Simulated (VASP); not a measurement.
# Bi2Te3 (R-3m) in VASP: notebook

The runs below take Bi2Te3 through single point, relaxation of cell and atoms, with revPBE, revPBE+D4.

All numbers are computed with VASP 6.6.1; they aren't measurements. Logs are shortened: lines on timing, memory, paths and dates and some standing lists are left out, and cuts for length are marked.

### 1 The cell of the first run

Symmetry: R-3m, No. 166, trigonal system. The conventional cell has a = 4.386 Å, b = 4.386 Å, c = 30.497 Å, α = 90.00°, β = 90.00°, γ = 120.00°. Bi (site symmetry 3m) has 6 Te at 3.07 to 3.25 Å within 4.0 Å. Te (site symmetry 3m) has 3 Bi at 3.07 Å and 3 Te at 3.64 Å within 4.0 Å. Within 4.6 Å of Te (site symmetry -3m) lie 6 Bi at 3.25 Å and 12 Te at 4.39 to 4.55 Å.

### 2 Single point, revPBE

Contents of INCAR:

```
PREC = Accurate ; ENCUT = 520
EDIFF = 1E-7 ; ISMEAR = -1
SIGMA = 0.05 ; LREAL = False
LASPH = True ; NELM = 60
ALGO = Normal ; ISIF = 2
LWAVE = False ; LCHARG = False
GGA = RE ; NBANDS = 32
```

Contents of KPOINTS:

```
regular mesh
0
Gamma
  7 7 7
```

Contents of POSCAR:

```
Bi2Te3
1.0
    2.1930000000      1.2661291403     10.1656666667
   -2.1930000000      1.2661291403     10.1656666667
    0.0000000000     -2.5322582807     10.1656666667
Bi Te
2 3
Direct
    0.6000000000      0.6000000000      0.6000000000
    0.4000000000      0.4000000000      0.4000000000
    0.7905000000      0.7905000000      0.7905000000
    0.2095000000      0.2095000000      0.2095000000
    0.0000000000      0.0000000000      0.0000000000
```

Potentials or basis: VASP PAW PBE potentials, release 64 (Bi_d, Te).

Launch:

```sh
cat potpaw_PBE.64/Bi_d/POTCAR potpaw_PBE.64/Te/POTCAR > POTCAR
mpirun -np 1 vasp_std > vasp.out
```

OUTCAR:

```text
PREC = Accurate
   ENCUT = 520
   EDIFF = 1E-7
   ISMEAR = -1
   LREAL = False
   LASPH = True
   NELM = 60
   ISIF = 2
   GGA = RE

 ion  position               nearest neighbor table
   1  0.600  0.600  0.600-   4 3.07   4 3.07   4 3.07   5 3.25   5 3.25   5 3.25
   2  0.400  0.400  0.400-   3 3.07   3 3.07   3 3.07   5 3.25   5 3.25   5 3.25
   3  0.791  0.791  0.791-   2 3.07   2 3.07   2 3.07   4 3.64   4 3.64   4 3.64
   4  0.209  0.209  0.209-   1 3.07   1 3.07   1 3.07   3 3.64   3 3.64   3 3.64
   5  0.000  0.000  0.000-   1 3.25   2 3.25   1 3.25   1 3.25   2 3.25   2 3.25

  LATTYP: Found a trigonal (rhomboedric) cell.
 ALAT       =    10.4763118882
 COS(alpha) =     0.9123624111

  Lattice vectors:

 A1 = (   2.1930000000,   1.2661291403,  10.1656666667)
 A2 = (  -2.1930000000,   1.2661291403,  10.1656666667)
 A3 = (   0.0000000000,  -2.5322582807,  10.1656666667)

Analysis of symmetry for initial positions (statically):
=====================================================================
 Subroutine PRICEL returns:
 Original cell was already a primitive cell.

 Routine SETGRP: Setting up the symmetry group for a
 trigonal (rhombohedral) supercell.

 Subroutine GETGRP returns: Found 12 space group operations
 (whereof 12 operations were pure point group operations)
 out of a pool of 12 trial point group operations.

The static configuration has the point symmetry D_3d.

Analysis of symmetry for dynamics (positions and initial velocities):
=====================================================================
 Subroutine PRICEL returns:
 Original cell was already a primitive cell.

 Routine SETGRP: Setting up the symmetry group for a
 trigonal (rhombohedral) supercell.

 Subroutine GETGRP returns: Found 12 space group operations
 (whereof 12 operations were pure point group operations)
 out of a pool of 12 trial point group operations.

The dynamic configuration has the point symmetry D_3d.

 Subroutine INISYM returns: Found 12 space group operations
 (whereof 12 operations are pure point group operations),
 and found     1 'primitive' translations

----------------------------------------------------------------------------------------

                                     Primitive cell

  volume of cell :     169.3572

  direct lattice vectors                    reciprocal lattice vectors
     2.193000000  1.266129140 10.165666667     0.227998176  0.131634808  0.032790111
    -2.193000000  1.266129140 10.165666667    -0.227998176  0.131634808  0.032790111
     0.000000000 -2.532258281 10.165666667     0.000000000 -0.263269617  0.032790111

  length of vectors
    10.476311888 10.476311888 10.476311888     0.265303755  0.265303755  0.265303755

  position of ions in fractional coordinates (direct lattice)
     0.600000000  0.600000000  0.600000000
     0.400000000  0.400000000  0.400000000
     0.790500000  0.790500000  0.790500000
     0.209500000  0.209500000  0.209500000
     0.000000000  0.000000000  0.000000000

  ion indices of the primitive-cell ions
   primitive index   ion index
                 1           1
                 2           2
                 3           3
                 4           4
                 5           5

----------------------------------------------------------------------------------------

 KPOINTS: regular mesh

Automatic generation of k-mesh.
 Grid dimensions read from file:
 generate k-points for:    7    7    7

 Generating k-lattice:

  Cartesian coordinates                     Fractional coordinates (reciprocal lattice)
     0.032571168  0.018804973  0.004684302     0.142857143  0.000000000  0.000000000
    -0.032571168  0.018804973  0.004684302     0.000000000  0.142857143  0.000000000
     0.000000000 -0.037609945  0.004684302     0.000000000  0.000000000  0.142857143

  Length of vectors
     0.037900536  0.037900536  0.037900536

  Shift w.r.t. Gamma in fractional coordinates (k-lattice)
     0.000000000  0.000000000  0.000000000

 Subroutine IBZKPT returns following result:
 ===========================================

 Found     44 irreducible k-points:

 Following reciprocal coordinates:
            Coordinates               Weight
  0.000000  0.000000  0.000000      1.000000
  0.142857  0.000000  0.000000      6.000000
  0.285714  0.000000  0.000000      6.000000
  0.428571  0.000000  0.000000      6.000000
  0.142857  0.142857  0.000000      6.000000
  0.285714  0.142857  0.000000     12.000000
[... 16 lines left out ...]
  0.285714  0.285714  0.142857      6.000000
  0.428571  0.285714  0.142857     12.000000
 [... further k-points ...]
   k-points           NKPTS =     44   k-points in BZ     NKDIM =     44   number of bands    NBANDS=     32
   number of dos      NEDOS =    301   number of ions     NIONS =      5
   total plane-waves  NPLWV = 512000
   dimension x,y,z NGX =    80 NGY =   80 NGZ =   80
   dimension x,y,z NGXF=   160 NGYF=  160 NGZF=  160
   ions per type =               2   3
   NGX,Y,Z   is equivalent  to a cutoff of  12.69, 12.69, 12.69 a.u.
   NGXF,Y,Z  is equivalent  to a cutoff of  25.39, 25.39, 25.39 a.u.
 SYSTEM =  unknown system
   PREC   = accura    normal or accurate (medium, high low for compatibility)
   ISTART =      0    job   : 0-new  1-cont  2-samecut
   ICHARG =      2    charge: 1-file 2-atom 10-const
   ISPIN  =      1    spin polarized calculation?
   LNONCOLLINEAR =      F non collinear calculations
   LSORBIT =      F    spin-orbit coupling
   LASPH  =      T    aspherical Exc in radial PAW
   ENCUT  =  520.0 eV  38.22 Ry    6.18 a.u.  19.48 19.48 19.48*2*pi/ulx,y,z
   NELM   =     60;   NELMIN=  2; NELMDL= -5     # of ELM steps
   EDIFF  = 0.1E-06   stopping-criterion for ELM
   LREAL  =      F    real-space projection
   EDIFFG = 0.1E-05   stopping-criterion for IOM
   NSW    =      0    number of steps for IOM
   IBRION =     -1    ionic relax: 0-MD 1-quasi-New 2-CG
   NFREE  =      0    steps in history (QN), initial steepest desc. (CG)
   ISIF   =      2    stress and relaxation
   ISYM   =      2    0-nonsym 1-usesym 2-fastsym
   POTIM  = 0.5000    time-step for ionic-motion
   TEBEG  =    0.0;   TEEND  =   0.0 temperature during run
   PSTRESS=    0.0 pullay stress
   NELECT =      48.0000    total number of electrons
   NUPDOWN=      -1.0000    fix difference up-down
   EMIN   =  10.00;   EMAX   =-10.00  energy-range for DOS
   EFERMI =   0.00;   METHOD = LEGACY
   ISMEAR =    -1;   SIGMA  =   0.05  broadening in eV -4-tet -1-fermi 0-gaus
   EFERMI_NEDOS =   21; number of points for ismear=-14 and -15
   IALGO  =     38    algorithm
   IMIX   =      4    mixing-type and parameters
     AMIX     =   0.40;   BMIX     =  1.00
     AMIX_MAG =   1.60;   BMIX_MAG =  1.00
  volume/ion in A,a.u.               =      33.87       228.58
  Fermi-wavevector in a.u.,A,eV,Ry     =   1.075360  2.032136 15.733774  1.156400
  Thomas-Fermi vector in A             =   2.211215
   LORBIT       =      0    0 simple, 1 ext, 2 COOP (PROOUT), +10 PAW based schemes
   GGA     = RE    functional components
   LHFCALC =     F    Hartree Fock is set to
   AEXX    =    0.0000 exact exchange contribution
   IVDW    =     0    specifies the selected vdW correction
   LEPSILON=     F    determine dielectric tensor
   LRPA    =     F    only Hartree local field effects (RPA)
 non-spin polarized calculation
  energy-cutoff  :      520.00
  volume of cell :      169.36
 maximum number of plane-waves:      4577
 NGX is ok and might be reduce to    80
   NGX = 39   NGY = 39   NGZ = 39

 number of electron      48.0000004 magnetization

 Free energy of the ion-electron system (eV)
  ---------------------------------------------------
  ext. energy  EPLUGINS =         0.00000000
  ---------------------------------------------------
  free energy    TOTEN  =       -16.73621271 eV

  energy without entropy =      -16.73607244  energy(sigma->0) =      -16.73614257

 E-fermi :   6.4640     XC(G=0):  -9.2450

 val. band max:        6.3040164773   @ k =   0.0000   0.0000   0.0000
 cond. band min:       6.6199175851   @ k =   0.0000   0.0000   0.0000
 fundamental gap:      0.3159011078
 Fermi energy:         6.4639538303

 k-point     1 :       0.0000    0.0000    0.0000
  band No.  band energies     occupation
      1     -16.9697      2.00000
      2     -16.9697      2.00000
      3     -16.9684      2.00000
      4     -16.9684      2.00000
      5     -16.9636      2.00000
      6     -16.9623      2.00000
[... 24 lines left out ...]
     31      11.1343      0.00000
     32      11.6796      0.00000

 k-point     2 :       0.1429    0.0000    0.0000
  band No.  band energies     occupation
      1     -16.9711      2.00000
      2     -16.9695      2.00000
      3     -16.9675      2.00000
      4     -16.9661      2.00000
      5     -16.9623      2.00000
      6     -16.9611      2.00000
[... 24 lines left out ...]
     31      10.6348      0.00000
     32      11.2869      0.00000

 k-point     3 :       0.2857    0.0000    0.0000
  band No.  band energies     occupation
      1     -16.9750      2.00000
      2     -16.9730      2.00000
      3     -16.9641      2.00000
      4     -16.9634      2.00000
      5     -16.9624      2.00000
      6     -16.9612      2.00000
[... 24 lines left out ...]
     31      10.3682      0.00000
     32      11.8032      0.00000

 k-point     4 :       0.4286    0.0000    0.0000
  band No.  band energies     occupation
      1     -16.9786      2.00000
      2     -16.9761      2.00000
      3     -16.9651      2.00000
      4     -16.9638      2.00000
      5     -16.9628      2.00000
      6     -16.9612      2.00000
[... 654 lines left out ...]
     31      10.0498      0.00000
     32      11.9979      0.00000

 k-point    23 :       0.2857    0.2857    0.1429
  band No.  band energies     occupation
      1     -16.9710      2.00000
      2     -16.9695      2.00000
      3     -16.9674      2.00000
      4     -16.9661      2.00000
      5     -16.9622      2.00000
      6     -16.9611      2.00000
[... 24 lines left out ...]
     31      10.9227      0.00000
     32      11.2394      0.00000

 k-point    24 :       0.4286    0.2857    0.1429
  band No.  band energies     occupation
      1     -16.9726      2.00000
      2     -16.9712      2.00000
      3     -16.9652      2.00000
      4     -16.9650      2.00000
      5     -16.9615      2.00000
      6     -16.9613      2.00000
[... 24 lines left out ...]
     31      10.7630      0.00000
     32      10.8084      0.00000

 [... further k-points ...]

------------------------ aborting loop because EDIFF is reached ----------------------------------------

  FORCE on cell =-STRESS in cart. coord.  units (eV):
  Direction    XX          YY          ZZ          XY          YZ          ZX
  --------------------------------------------------------------------------------------
  -------------------------------------------------------------------------------------
  Total        3.0865922      3.0865922      2.9550592      0.0000000     -0.0000000      0.0000000
  in kB       29.2002175     29.2002175     27.9558708      0.0000000     -0.0000000      0.0000000
  external PRESSURE =      28.7854352 kB  Pullay stress =       0.0000000 kB

 VOLUME and BASIS-vectors are now :
 -----------------------------------------------------------------------------
  energy-cutoff  :      520.00
  volume of cell :      169.36
      direct lattice vectors                 reciprocal lattice vectors
     2.193000000  1.266129140 10.165666667     0.227998176  0.131634808  0.032790111
    -2.193000000  1.266129140 10.165666667    -0.227998176  0.131634808  0.032790111
     0.000000000 -2.532258281 10.165666667     0.000000000 -0.263269617  0.032790111

 POSITION                                       TOTAL-FORCE (eV/Angst)
 -----------------------------------------------------------------------------------
      0.00000     -0.00000     18.29820         0.000000      0.000000     -0.025042
      0.00000     -0.00000     12.19880         0.000000     -0.000000      0.025042
      0.00000     -0.00000     24.10788         0.000000      0.000000     -0.025978
      0.00000     -0.00000      6.38912         0.000000     -0.000000      0.025978
      0.00000      0.00000      0.00000         0.000000      0.000000     -0.000000
 -----------------------------------------------------------------------------------
    total drift:                               -0.000000     -0.000000     -0.000000

  FREE ENERGIE OF THE ION-ELECTRON SYSTEM (eV)
  ---------------------------------------------------
  free  energy   TOTEN  =       -16.7362127098 eV

  energy  without entropy=      -16.7360724366  energy(sigma->0) =      -16.73614257
```

It took 45 min on 1 thread of Intel Xeon 8259CL, shared host; peak memory 1 GiB.

Results:

```
Free energy            : -16.7362 eV
Pressure               : 2.9 GPa
Largest force          : 0.026 eV/Å
Band gap on the k mesh : 0.32 eV
```

Forces on the atoms (eV/Å):
```
Bi   0.000  0.000 -0.025
Bi   0.000  0.000  0.025
Te   0.000  0.000 -0.026
Te   0.000  0.000  0.026
Te   0.000  0.000  0.000
```

Caveat: the PAW data sets were made with another functional, which shifts forces and pressure a little; spin-orbit coupling is left out, which moves the levels of the heavy elements.

### 3 Relaxation of cell and atoms, revPBE+D4

Contents of INCAR:

```
ALGO = Normal ; EDIFF = 1E-6
EDIFFG = -0.01 ; ENCUT = 600
GGA = RE ; IBRION = 2
ISIF = 3 ; ISMEAR = -1
IVDW = 13 ; LASPH = True
LCHARG = False ; LREAL = False
LWAVE = False ; NELM = 100
NSW = 60 ; PREC = Accurate
SIGMA = 0.05
```

Contents of KPOINTS:

```
k-points
0
Gamma
  7 7 7
```

POSCAR is that of step 2.

Potentials or basis: VASP PAW PBE potentials, release 64 (Bi_d, Te).

Launch:

```sh
cat potpaw_PBE.64/Bi_d/POTCAR potpaw_PBE.64/Te/POTCAR > POTCAR
mpirun -np 1 vasp_std > vasp.out
```

Run time: 1.6 h. Hardware: 1 thread of AMD EPYC 9R45 (Zen 5), shared host; peak memory 1.2 GiB.

It converged, with:

| Quantity | Value |
| --- | --- |
| Free energy | -20.5358 eV |
| Relaxed volume | 33.28 Å³/atom |
| Relaxed cell | a = 10.365 Å, b = 10.365 Å, c = 10.365 Å, α = 24.35°, β = 24.35°, γ = 24.35° |
| Space group after relaxing (to 0.1 Å) | R-3m (No. 166) |
| Energy gained by relaxing | 1.3 meV/atom |
| Ionic steps | 10 |
| Pressure after relaxing | 0.0 GPa |
| Largest force after relaxing | 0.005 eV/Å |
| Band gap on the k mesh | 0.28 eV |
| Dispersion energy per atom | -0.772 eV |

Forces on the atoms (eV/Å):
```
Bi   0.000  0.000 -0.003
Bi   0.000  0.000  0.003
Te   0.000  0.000  0.005
Te   0.000  0.000 -0.005
Te   0.000  0.000  0.000
```

Step by step:
```csv
step,energy change (eV),largest force (eV/Å),pressure (GPa),volume (Å³)
1,0.0000,0.0344,-0.71,169.36
2,-0.0030,0.1243,0.49,165.70
3,-0.0052,0.0613,0.00,167.10
4,-0.0052,0.0592,-0.01,167.15
5,-0.0055,0.0450,-0.03,167.03
6,-0.0058,0.0536,0.00,166.68
7,-0.0058,0.0434,0.00,166.74
8,-0.0061,0.0357,0.00,166.68
9,-0.0066,0.0106,0.01,166.47
10,-0.0066,0.0047,0.01,166.40
```

Final structure:
```
Bi Te
1.0
     2.18594    1.26206   10.05245
    -2.18594    1.26206   10.05245
     0.00000   -2.52411   10.05245
Bi Te
2 3
Direct
  0.59968 0.59968 0.59968
  0.40032 0.40032 0.40032
  0.79121 0.79121 0.79121
  0.20879 0.20879 0.20879
  0.00000 0.00000 0.00000
```

Levels at points of the mesh, in eV from the valence-band top:
```tsv
k point	band 20	band 21	band 22	band 23	band 24	band 25	band 26	band 27	band 28
(0.00, 0.00, 0.00)	-1.81	-1.81	-0.94	-0.94	0.00	0.28	0.58	0.58	1.97
```

Caveat: the PAW data sets were made with another functional, which shifts forces and pressure a little; spin-orbit coupling is left out, which moves the levels of the heavy elements. A k mesh can miss the band edges.
